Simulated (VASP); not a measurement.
A run of VASP 6.6.1:

File INCAR:

```
SYSTEM = SiC
PREC     = Accurate       ! precision mode
ENCUT    = 600            ! plane-wave cutoff, eV
EDIFF    = 1E-6           ! SCF threshold, eV
ISMEAR   = 0              ! smearing method
SIGMA    = 0.01           ! smearing width, eV
LREAL    = .False.        ! projectors in reciprocal space
LASPH    = .True.         ! aspherical terms in the spheres
NELM     = 120            ! most SCF steps
ALGO     = Normal         ! electronic algorithm
ISIF     = 2              ! what is computed and relaxed
LWAVE    = .False.        ! write WAVECAR
LCHARG   = .False.        ! write CHGCAR
GGA      = PS             ! functional
NBANDS   = 11             ! bands
GGA_COMPAT= .False.
```

KPOINTS

```
Automatic mesh
0
Gamma
  10 10 10
  0 0 0
```

File POSCAR:

```
SiC
1.0
    0.0102556683      2.1899865498      2.1701618403
    2.1899865498      0.0102556683      2.1701618403
    2.2002422182      2.2002422182      0.0000000001
Si C
1 1
Direct
    0.0004679614      0.0004679614     -0.0004679614
    0.2495320386      0.2495320386      0.2504679614
```

Potentials or basis: VASP PAW PBE potentials, release 64 (Si, C).

Run with:

```bash
$ cat potpaw_PBE.64/Si/POTCAR potpaw_PBE.64/C/POTCAR > POTCAR
$ mpirun -np 1 vasp_std > vasp.out
```

Hardware: 1 thread of Intel Xeon 6975P-C (shared host).

Problem. Estimate the wall time of this run.

Solution. Wall time 44 s on 1 thread of Intel Xeon 6975P-C (shared host), peak memory 0.18 GiB. Counts: scf iterations 12, k points 171.
